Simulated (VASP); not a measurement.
Set up this calculation in VASP 6.6.1, as the native input.

```yaml
Task: single point
Functional: PBE
Potentials_or_basis: VASP PAW PBE potentials, release 64 (Lu)
Cutoff: 520 eV
k_mesh: 10 × 10 × 10
Occupations: fermi-dirac, width 0.08 eV
Spin: no spin polarisation
Dipole_correction: no
Further_INCAR_settings: ALGO = Normal; EDIFF = 1e-06; NBANDS = 32
```

The structure of Lu lies in POSCAR:

```
Lu
1.0
    0.0000000000      3.7008248714      3.7008248714
    3.7008248714      0.0000000000      3.7008248714
    3.7008248714      3.7008248714      0.0000000000
Lu
2
Direct
   -0.1250000000     -0.1250000000     -0.1250000000
    0.1250000000      0.1250000000      0.1250000000
```

This isn't the form of Lu at room conditions, which is hcp.

The input as run:

INCAR

```
SYSTEM = Lu
ALGO     = Normal         ! electronic algorithm
EDIFF    = 1E-6           ! SCF threshold, eV
ENCUT    = 520            ! plane-wave cutoff, eV
GGA      = PE             ! functional
ISIF     = 2              ! what is computed and relaxed
ISMEAR   = -1             ! smearing method
LASPH    = .True.         ! aspherical terms in the spheres
LCHARG   = .False.        ! write CHGCAR
LREAL    = .False.        ! projectors in reciprocal space
LWAVE    = .False.        ! write WAVECAR
NBANDS   = 32             ! bands
NELM     = 100            ! most SCF steps
PREC     = Accurate       ! precision mode
SIGMA    = 0.08           ! smearing width, eV
```

KPOINTS

```
k-points
0
Gamma
  10 10 10
  0 0 0
```

Potentials or basis: VASP PAW PBE potentials, release 64 (Lu).

Command:

```sh
$ cat potpaw_PBE.64/Lu/POTCAR > POTCAR
$ mpirun -np 1 vasp_std > vasp.out
```

It gave:

The pressure is 0.1 GPa and the band gap on the k mesh is zero (bands 25 and 26 overlap by 1.11 eV).

Caveat: spin-orbit coupling is left out, which moves the levels of the heavy elements.

Wall time 62 s on 1 thread of Intel(R) Xeon(R) 6975P-C (Granite Rapids), with other jobs on the host, peak memory 0.31 GiB.
